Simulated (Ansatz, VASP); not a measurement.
One calculation of GaN, two programs

File POSCAR:

```
GaN
1.0
    0.0000000000      2.2368082798      2.2368082798
    2.2368082798      0.0000000000      2.2368082798
    2.2368082798      2.2368082798      0.0000000000
Ga N
1 1
Direct
    0.0000000000      0.0000000000      0.0000000000
    0.7500000000      0.7500000000      0.7500000000
```

Contents of INCAR.step1:

```
SYSTEM = GaN
  ALGO = Normal
  EDIFF = 1E-5
  ENCUT = 520
  GGA = PE
  ISIF = 2
  ISMEAR = 0
  LASPH = .True.
  LCHARG = .False.
  LREAL = .False.
  LWAVE = .True.
  NBANDS = 16
  NELM = 80
  PREC = Accurate
  SIGMA = 0.01
```

Contents of INCAR.step2:

```
SYSTEM = GaN
  ALGO = Normal
  EDIFF = 1E-6
  ENCUT = 520
  GGA = PE
  HFSCREEN = 0.2079
  ISIF = 2
  ISMEAR = 0
  ISTART = 1
  LASPH = .True.
  LCHARG = .False.
  LHFCALC = .True.
  LREAL = .False.
  LWAVE = .False.
  NBANDS = 16
  NELM = 80
  PREC = Accurate
  PRECFOCK = Normal
  SIGMA = 0.01
```

File KPOINTS:

```
k-points
0
Gamma
  6 6 6
  0 0 0
```

Input for Ansatz:

```yaml
crystal:
  lattice:
    - [0.0, 2.2368082798, 2.2368082798]
    - [2.2368082798, 0.0, 2.2368082798]
    - [2.2368082798, 2.2368082798, 0.0]
  atoms:
    - { symbol: Ga, position: [0.0, 0.0, 0.0] }
    - { symbol: "N", position: [0.75, 0.75, 0.75] }
kpoints:
  mp_grid: { grid: [6, 6, 6] }
  band_path:
    path:
      - [0.0, 0.0, 0.0]
      - [-0.5, -0.5, 0.0]
      - [-0.375, -0.375, 0.25]
      - [-0.375, 0.0, 0.375]
      - [0.0, 0.0, 0.5]
      - [-0.5, -0.25, 0.25]
    npoints: 1
hamiltonian:
  xc: hse06
scf:
  occupations: { method: fixed }
  n_extra_bands: 4
output:
  forces: true
  stress: true
  eigenvalues: true
  write_density: true
  write_potential: true
  elf: true
  volumetric_format: npy
```

Change from the starting cell: hydrostatic strain -0.5%.

Alike in both runs: task single point; functional HSE06; k mesh 6 × 6 × 6; no spin polarisation.

|  | VASP | Ansatz |
| --- | --- | --- |
| version | VASP 6.6.1 | Ansatz 0.2.0 |
| potentials or method | VASP PAW PBE potentials, release 64 (Ga_d, N) | plane waves, PAW |
| plane-wave cutoff (eV) | 520 | 420 |
| occupations | gaussian, width 0.01 eV | fixed |
| valence electrons in the cell | 18 | 18 |

VASP gave:

```
gap on the k mesh at the Fermi level (eV) : 3.14
pressure (GPa)                            : 3.2
```

Problem. Estimate Ansatz's values.

Solution. gap on the k mesh at the Fermi level (eV): 3.12; pressure (GPa): 3.3.

Ansatz's warnings: stress exchange threshold loose, stress scf threshold loose.
